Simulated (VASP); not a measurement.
A run of VASP 6.6.1:

File INCAR:

```
SYSTEM = MnAs
PREC = Accurate
ENCUT = 520
EDIFF = 1E-6
ISMEAR = -1
SIGMA = 0.05
LREAL = .False.
LASPH = .True.
NELM = 150
ALGO = Normal
ISIF = 2
LWAVE = .False.
LCHARG = .True.
ISPIN = 2
MAGMOM = 0 0 4 4
LORBIT = 11
LMAXMIX = 4
GGA = PE
LELF = .True.
LVHAR = .True.
NBANDS = 30
```

File KPOINTS:

```
Automatic mesh
0
Gamma
  7 7 4
  0 0 0
```

The input POSCAR:

```
MnAs
1.0
    3.7100000000      0.0000000000      0.0000000000
   -1.8550000000      3.2129542480      0.0000000000
    0.0000000000      0.0000000000      5.6910000000
As Mn
2 2
Direct
    0.6666666667      0.3333333333      0.7500000000
    0.3333333333      0.6666666667      0.2500000000
    0.0000000000      0.0000000000      0.5000000000
    0.0000000000      0.0000000000      0.0000000000
```

Potentials or basis: VASP PAW PBE potentials, release 64 (As, Mn_pv).

Run with:

```console
$ cat potpaw_PBE.64/As/POTCAR potpaw_PBE.64/Mn_pv/POTCAR > POTCAR
$ mpirun -np 1 vasp_std > vasp.out
```

Hardware: 1 thread of Oxide Virtual Turin-like Processor, with other jobs on the host.

Q: How long does it take, and how much memory?

A: Run time: 2.2 min on 1 thread of Oxide Virtual Turin-like Processor, on a shared host, peak memory 0.2 GiB. Counts: scf iterations 15, k points 24.
